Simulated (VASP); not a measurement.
# C (R-3m) in VASP: notebook, part 3 of 3

VASP 6.6.1.

## (6) Single point, r2SCAN (strain +0.025 along x and y, +0.050 along z)

POSCAR reads:

```
C
1.0
    1.2587270051      0.7267263753      3.5143613814
   -1.2587270051      0.7267263753      3.5143613814
    0.0000000000     -1.4534527505      3.5143613814
C
2
Direct
    0.1640000000      0.1640000000      0.1640000000
    0.8360000000      0.8360000000      0.8360000000
```

INCAR.step1 reads:

```
SYSTEM = C
PREC = Accurate
ENCUT = 520
ISMEAR = 0
SIGMA = 0.05
LREAL = .False.
LASPH = .True.
NELM = 60
NBANDS = 11
GGA = PE
ALGO = Normal
EDIFF = 1E-4
LWAVE = .True.
LCHARG = .False.
```

INCAR.step2 reads:

```
SYSTEM = C
PREC = Accurate
ENCUT = 520
EDIFF = 1E-6
ISMEAR = 0
SIGMA = 0.05
LREAL = .False.
LASPH = .True.
NELM = 60
ALGO = Normal
ISIF = 2
LWAVE = .False.
LCHARG = .False.
METAGGA = R2SCAN
LMIXTAU = .True.
NBANDS = 11
ISTART = 1
```

KPOINTS reads:

```
Automatic mesh
0
Gamma
  12 12 12
  0 0 0
```

Potentials or basis: VASP PAW PBE potentials, release 64 (C).

Started as:

```
cat potpaw_PBE.64/C/POTCAR > POTCAR
cp INCAR.step1 INCAR
mpirun -np 1 vasp_std > vasp.out
cp INCAR.step2 INCAR
mpirun -np 1 vasp_std > vasp.out
```

OUTCAR:

```text
SYSTEM = C
   PREC = Accurate
   ENCUT = 520
   EDIFF = 1E-6
   ISMEAR = 0
   LREAL = .False.
   LASPH = .True.
   NELM = 60
   ISIF = 2
   METAGGA = R2SCAN
   ISTART = 1

 ion  position               nearest neighbor table
   1  0.164  0.164  0.164-   2 1.45   2 1.45   2 1.45
   2  0.836  0.836  0.836-   1 1.45   1 1.45   1 1.45

  LATTYP: Found a trigonal (rhomboedric) cell.
 ALAT       =     3.8030594022
 COS(alpha) =     0.7809078197

  Lattice vectors:

 A1 = (   1.2587270051,   0.7267263753,   3.5143613814)
 A2 = (  -1.2587270051,   0.7267263753,   3.5143613814)
 A3 = (   0.0000000000,  -1.4534527505,   3.5143613814)

Analysis of symmetry for initial positions (statically):
=====================================================================
 Subroutine PRICEL returns:
 Original cell was already a primitive cell.

 Routine SETGRP: Setting up the symmetry group for a
 trigonal (rhombohedral) supercell.

 Subroutine GETGRP returns: Found 12 space group operations
 (whereof 12 operations were pure point group operations)
 out of a pool of 12 trial point group operations.

The static configuration has the point symmetry D_3d.

Analysis of symmetry for dynamics (positions and initial velocities):
=====================================================================
 Subroutine PRICEL returns:
 Original cell was already a primitive cell.

 Routine SETGRP: Setting up the symmetry group for a
 trigonal (rhombohedral) supercell.

 Subroutine GETGRP returns: Found 12 space group operations
 (whereof 12 operations were pure point group operations)
 out of a pool of 12 trial point group operations.

The dynamic configuration has the point symmetry D_3d.

 Subroutine INISYM returns: Found 12 space group operations
 (whereof 12 operations are pure point group operations),
 and found     1 'primitive' translations

----------------------------------------------------------------------------------------

                                     Primitive cell

  volume of cell :      19.2886

  direct lattice vectors                    reciprocal lattice vectors
     1.258727005  0.726726375  3.514361381     0.397226720  0.229338954  0.094848906
    -1.258727005  0.726726375  3.514361381    -0.397226720  0.229338954  0.094848906
     0.000000000 -1.453452750  3.514361381     0.000000000 -0.458677908  0.094848906

  length of vectors
     3.803059402  3.803059402  3.803059402     0.468382043  0.468382043  0.468382043

  position of ions in fractional coordinates (direct lattice)
     0.164000000  0.164000000  0.164000000
     0.836000000  0.836000000  0.836000000

  ion indices of the primitive-cell ions
   primitive index   ion index
                 1           1
                 2           2

----------------------------------------------------------------------------------------

 KPOINTS: Automatic mesh

Automatic generation of k-mesh.
 Grid dimensions read from file:
 generate k-points for:   12   12   12

 Generating k-lattice:

  Cartesian coordinates                     Fractional coordinates (reciprocal lattice)
     0.033102227  0.019111579  0.007904076     0.083333333  0.000000000 -0.000000000
    -0.033102227  0.019111579  0.007904076     0.000000000  0.083333333 -0.000000000
     0.000000000 -0.038223159  0.007904076     0.000000000  0.000000000  0.083333333

  Length of vectors
     0.039031837  0.039031837  0.039031837

  Shift w.r.t. Gamma in fractional coordinates (k-lattice)
     0.000000000  0.000000000  0.000000000

 Subroutine IBZKPT returns following result:
 ===========================================

 Found    189 irreducible k-points:

 Following reciprocal coordinates:
            Coordinates               Weight
  0.000000  0.000000  0.000000      1.000000
  0.083333  0.000000  0.000000      6.000000
  0.166667  0.000000  0.000000      6.000000
  0.250000  0.000000  0.000000      6.000000
  0.333333 -0.000000 -0.000000      6.000000
  0.416667  0.000000  0.000000      6.000000
[... 16 lines left out ...]
  0.500000  0.166667  0.000000     12.000000
 -0.416667  0.166667 -0.000000     12.000000
 [... further k-points ...]
   k-points           NKPTS =    189   k-points in BZ     NKDIM =    189   number of bands    NBANDS=     11
   number of dos      NEDOS =    301   number of ions     NIONS =      2
   total plane-waves  NPLWV =  21952
   dimension x,y,z NGX =    28 NGY =   28 NGZ =   28
   dimension x,y,z NGXF=    56 NGYF=   56 NGZF=   56
   ions per type =               2
   NGX,Y,Z   is equivalent  to a cutoff of  12.24, 12.24, 12.24 a.u.
   NGXF,Y,Z  is equivalent  to a cutoff of  24.48, 24.48, 24.48 a.u.
 SYSTEM =  C
   PREC   = accura    normal or accurate (medium, high low for compatibility)
   ISTART =      1    job   : 0-new  1-cont  2-samecut
   ICHARG =      0    charge: 1-file 2-atom 10-const
   ISPIN  =      1    spin polarized calculation?
   LNONCOLLINEAR =      F non collinear calculations
   LSORBIT =      F    spin-orbit coupling
   LASPH  =      T    aspherical Exc in radial PAW
   ENCUT  =  520.0 eV  38.22 Ry    6.18 a.u.   7.07  7.07  7.07*2*pi/ulx,y,z
   NELM   =     60;   NELMIN=  2; NELMDL=  0     # of ELM steps
   EDIFF  = 0.1E-05   stopping-criterion for ELM
   LREAL  =      F    real-space projection
   EDIFFG = 0.1E-04   stopping-criterion for IOM
   NSW    =      0    number of steps for IOM
   IBRION =     -1    ionic relax: 0-MD 1-quasi-New 2-CG
   NFREE  =      0    steps in history (QN), initial steepest desc. (CG)
   ISIF   =      2    stress and relaxation
   ISYM   =      2    0-nonsym 1-usesym 2-fastsym
   POTIM  = 0.5000    time-step for ionic-motion
   TEBEG  =    0.0;   TEEND  =   0.0 temperature during run
   PSTRESS=    0.0 pullay stress
   NELECT =       8.0000    total number of electrons
   NUPDOWN=      -1.0000    fix difference up-down
   EMIN   =  10.00;   EMAX   =-10.00  energy-range for DOS
   EFERMI =   0.00;   METHOD = LEGACY
   ISMEAR =     0;   SIGMA  =   0.05  broadening in eV -4-tet -1-fermi 0-gaus
   EFERMI_NEDOS =   21; number of points for ismear=-14 and -15
   IALGO  =     38    algorithm
   IMIX   =      4    mixing-type and parameters
     AMIX     =   0.40;   BMIX     =  1.00
     AMIX_MAG =   1.60;   BMIX_MAG =  1.00
  volume/ion in A,a.u.               =       9.64        65.08
  Fermi-wavevector in a.u.,A,eV,Ry     =   1.220876  2.307121 20.279993  1.490537
  Thomas-Fermi vector in A             =   2.356078
   LORBIT       =      0    0 simple, 1 ext, 2 COOP (PROOUT), +10 PAW based schemes
   METAGGA = R2SCAN    functional components
   LHFCALC =     F    Hartree Fock is set to
   AEXX    =    0.0000 exact exchange contribution
   IVDW    =     0    specifies the selected vdW correction
   LEPSILON=     F    determine dielectric tensor
   LRPA    =     F    only Hartree local field effects (RPA)
 non-spin polarized calculation
 Gauss-broadening in eV      SIGMA  =   0.05
  energy-cutoff  :      520.00
  volume of cell :       19.29
 maximum number of plane-waves:       531
   NGX = 15   NGY = 15   NGZ = 15

 number of electron       8.0000000 magnetization

 Free energy of the ion-electron system (eV)
  ---------------------------------------------------
  ext. energy  EPLUGINS =         0.00000000
  ---------------------------------------------------
  free energy    TOTEN  =       -19.77208912 eV

  energy without entropy =      -19.77208912  energy(sigma->0) =      -19.77208912

 E-fermi :   3.7787     XC(G=0): -10.6560

 val. band max:        3.5426259913   @ k =  -0.3333   0.3333   0.0000
 cond. band min:       4.1617204924   @ k =  -0.3333   0.3333   0.0000
 fundamental gap:      0.6190945011
 Fermi energy:         3.7786623730

 k-point     1 :       0.0000    0.0000    0.0000
  band No.  band energies     occupation
      1     -16.4649      2.00000
      2      -2.8766      2.00000
      3       0.6642      2.00000
      4       0.6642      2.00000
      5       8.1204      0.00000
      6      12.1277      0.00000
      7      12.1277      0.00000
      8      15.3859      0.00000
      9      15.4619      0.00000
     10      26.9371      0.00000
     11      28.9795      0.00000
[... 309 lines left out ...]
 k-point    24 :      -0.4167    0.1667   -0.0000
  band No.  band energies     occupation
      1     -10.7595      2.00000
      2      -9.3930      2.00000
      3      -4.5376      2.00000
      4       2.3508      2.00000
      5       5.4109      0.00000
      6      13.7106      0.00000
      7      15.6086      0.00000
      8      16.3419      0.00000
      9      19.3546      0.00000
     10      22.7075      0.00000
     11      26.7160      0.00000

 [... further k-points ...]
[... 5 lines left out ...]
  --------------------------------------------------------------------------------------
  -------------------------------------------------------------------------------------
  Total       -3.1582636     -3.1582636     -0.0677919      0.0000000     -0.0000000      0.0000000
  in kB     -262.3365560   -262.3365561     -5.6310353      0.0000000     -0.0000000      0.0000000
  external PRESSURE =    -176.7680491 kB  Pullay stress =       0.0000000 kB

 VOLUME and BASIS-vectors are now :
 -----------------------------------------------------------------------------
  energy-cutoff  :      520.00
  volume of cell :       19.29
      direct lattice vectors                 reciprocal lattice vectors
     1.258727005  0.726726375  3.514361381     0.397226720  0.229338954  0.094848906
    -1.258727005  0.726726375  3.514361381    -0.397226720  0.229338954  0.094848906
     0.000000000 -1.453452750  3.514361381     0.000000000 -0.458677908  0.094848906

 POSITION                                       TOTAL-FORCE (eV/Angst)
 -----------------------------------------------------------------------------------
      0.00000      0.00000      1.72907         0.000000      0.000000      0.944119
      0.00000      0.00000      8.81402         0.000000     -0.000000     -0.944119
 -----------------------------------------------------------------------------------
    total drift:                                0.000000     -0.000000      0.000000

  FREE ENERGIE OF THE ION-ELECTRON SYSTEM (eV)
  ---------------------------------------------------
  free  energy   TOTEN  =       -19.7720891220 eV

  energy  without entropy=      -19.7720891220  energy(sigma->0) =      -19.77208912
```

OUTCAR.step1:

```text
SYSTEM = C
   PREC = Accurate
   ENCUT = 520
   ISMEAR = 0
   LREAL = .False.
[... 559 lines left out ...]
      0.00000      0.00000      1.72907         0.000000      0.000000      0.909638
      0.00000      0.00000      8.81402         0.000000     -0.000000     -0.909638
 -----------------------------------------------------------------------------------
    total drift:                                0.000000     -0.000000      0.000000

  FREE ENERGIE OF THE ION-ELECTRON SYSTEM (eV)
  ---------------------------------------------------
  free  energy   TOTEN  =       -18.3577857817 eV

  energy  without entropy=      -18.3577857817  energy(sigma->0) =      -18.35778578
```

It took 2.4 min on 1 thread of AMD EPYC 9R45 (Zen 5), shared host; peak memory 0.14 GiB.

Results:

| Item | Value |
| --- | --- |
| Free energy | -19.7721 eV |
| Pressure | -17.7 GPa |
| Largest force | 0.944 eV/Å |
| Band gap on the k mesh | 0.62 eV, direct |

Forces on the atoms (eV/Å):
```
C    0.000  0.000  0.944
C    0.000  0.000 -0.944
```

Levels at points of the mesh, in eV from the valence-band top:
```tsv
k point	band 1	band 2	band 3	band 4	band 5	band 6	band 7	band 8	band 9
(0.00, 0.00, 0.00)	-20.01	-6.42	-2.88	-2.88	4.58	8.59	8.59	11.84	11.92
(0.50, 0.00, 0.00)	-14.75	-13.30	-6.24	-1.72	2.23	7.50	12.61	12.68	18.79
(0.50, 0.50, 0.00)	-14.67	-13.24	-6.28	-2.39	1.82	7.21	13.21	15.53	19.62
(0.50, 0.50, 0.50)	-19.79	-8.06	-2.89	-2.89	8.56	8.56	10.54	11.79	11.82
```

Caveat: the cell differs from its parent crystal (strain +0.025 along x and y, +0.050 along z); the PAW data sets were made with another functional, which shifts forces and pressure a little. A k mesh can miss the band edges.

## (7) Overview

```tsv
cell	gap on the mesh (eV)	pressure (GPa)	largest force (eV/Å)
a = 3.649 Å, angles 40.4°, 2 atoms	0.81	-18.1	0.89
a = 3.587 Å, angles 42.1°, 2 atoms	0.95	-33.4	0.83
a = 3.726 Å, angles 39.5°, 2 atoms	0.71	-17.9	0.92
a = 3.663 Å, angles 41.2°, 2 atoms	0.83	-32.9	0.86
a = 3.803 Å, angles 38.7°, 2 atoms	0.62	-17.7	0.94
```

Alike in all rows: task single point; level r2SCAN; potentials or basis VASP PAW PBE potentials, release 64 (C); no spin polarisation; k mesh 12 × 12 × 12; cutoff (eV) 520; smearing gaussian 0.05 eV.

Caveats: the PAW data sets were made with another functional, which shifts forces and pressure a little.

Absolute energies hang on the potentials; compare differences alone.
